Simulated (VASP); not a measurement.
A run of VASP 6.6.1 is set up as follows.

File POSCAR:

```
Ni
1.0
    0.0000000000      2.5131023565      2.5131023565
    2.5131023565      0.0000000000      2.5131023565
    2.5131023565      2.5131023565      0.0000000000
Ni
2
Direct
    0.1250000000      0.1250000000      0.1250000000
    0.8750000000      0.8750000000      0.8750000000
```

File INCAR.step1:

```
SYSTEM = Ni
ALGO = Normal ; EDIFF = 1E-4
ENCUT = 520 ; GGA = PE
ISMEAR = -1 ; ISPIN = 2
LASPH = .TRUE. ; LCHARG = .FALSE.
LMAXMIX = 4 ; LREAL = .FALSE.
LWAVE = .TRUE. ; MAGMOM = 0.931 0.931
NBANDS = 21 ; NELM = 150
PREC = Accurate ; SIGMA = 0.05
```

File INCAR.step2:

```
SYSTEM = Ni
ALGO = Normal ; EDIFF = 1E-7
ENCUT = 520 ; ISIF = 2
ISMEAR = -1 ; ISPIN = 2
ISTART = 1 ; LASPH = .TRUE.
LCHARG = .TRUE. ; LELF = .TRUE.
LMAXMIX = 4 ; LMIXTAU = .TRUE.
LORBIT = 11 ; LREAL = .FALSE.
LVHAR = .TRUE. ; LWAVE = .FALSE.
MAGMOM = 0.931 0.931 ; METAGGA = R2SCAN
NBANDS = 21 ; NELM = 150
PREC = Accurate ; SIGMA = 0.05
```

The input KPOINTS:

```
k-points
0
G
  18 18 18
  0 0 0
```

Potentials or basis: VASP PAW PBE potentials, release 64 (Ni).

The run is started by

```console
$ cat potpaw_PBE.64/Ni/POTCAR > POTCAR
$ cp INCAR.step1 INCAR
$ mpirun -np 1 vasp_std > vasp.out
$ cp INCAR.step2 INCAR
$ mpirun -np 1 vasp_std > vasp.out
```

Estimate the pressure.

-0.1 GPa.

Estimate the net moment.

1.68 μB per cell.

What does it give for the site moments?

Ni +0.85 μB.

Caveat: the PAW data sets were made with another functional, which shifts forces and pressure a little.
